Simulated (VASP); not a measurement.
Write the native input for VASP 6.6.1 that does the following.

```
Task                   : relaxation of cell and atoms
Functional             : PBE
Potentials or basis    : VASP PAW PBE potentials, release 64 (Mg, O)
Cutoff                 : 600 eV
k mesh                 : 17 × 17 × 17
Occupations            : fermi-dirac, width 0.1 eV
Spin                   : no spin polarisation
Target pressure        : 110 GPa
Dipole correction      : no
Further INCAR settings : ALGO = Normal; EDIFF = 1e-06; IBRION = 2; EDIFFG = -0.005; NSW = 32; ISIF = 3
```

The structure of MgO (zincblende type) lies in POSCAR:

```
MgO
1.0
    0.0000000000      2.0072504426      2.0072504426
    2.0072504426      0.0000000000      2.0072504426
    2.0072504426      2.0072504426      0.0000000000
Mg O
1 1
Direct
    0.0000000000      0.0000000000      0.0000000000
    0.2500000000      0.2500000000      0.2500000000
```

These files were run (other wordings do the same):

INCAR

```
SYSTEM = MgO
ALGO = Normal ; EDIFF = 1E-6
EDIFFG = -0.005 ; ENCUT = 600
GGA = PE ; IBRION = 2
ISIF = 3 ; ISMEAR = -1
LASPH = .True. ; LCHARG = .False.
LREAL = .False. ; LWAVE = .False.
NELM = 100 ; NSW = 32
PREC = Accurate ; PSTRESS = 1100.0
SIGMA = 0.1
```

KPOINTS

```
k-points
0
Gamma
  17 17 17
  0 0 0
```

Potentials or basis: VASP PAW PBE potentials, release 64 (Mg, O).

Run with:

```console
$ cat potpaw_PBE.64/Mg/POTCAR potpaw_PBE.64/O/POTCAR > POTCAR
$ mpirun -np 1 vasp_std > vasp.out
```

Results of the run:

- Relaxed volume: 8.12 Å³/atom
- Relaxed cell: a = 2.843 Å, b = 2.843 Å, c = 2.843 Å, α = 60.00°, β = 60.00°, γ = 60.00°
- Space group after relaxing (to 0.1 Å): F-43m (No. 216)
- Energy change on relaxing (the run minimises the enthalpy): -24.5 meV/atom
- Ionic steps: 3
- Pressure after relaxing: 110.0 GPa
- Band gap on the k mesh: 6.23 eV (least direct gap 6.25 eV)

Caveat: the cell is relaxed towards a set pressure, so the run minimises the enthalpy, not the energy; an odd mesh through Γ misses points on the zone boundary, where band edges can lie.

It took 43 s on 1 thread of Intel(R) Xeon(R) Platinum 8259CL CPU @ 2.50GHz (Skylake/Cascade Lake) (shared host), peak memory 0.17 GiB.
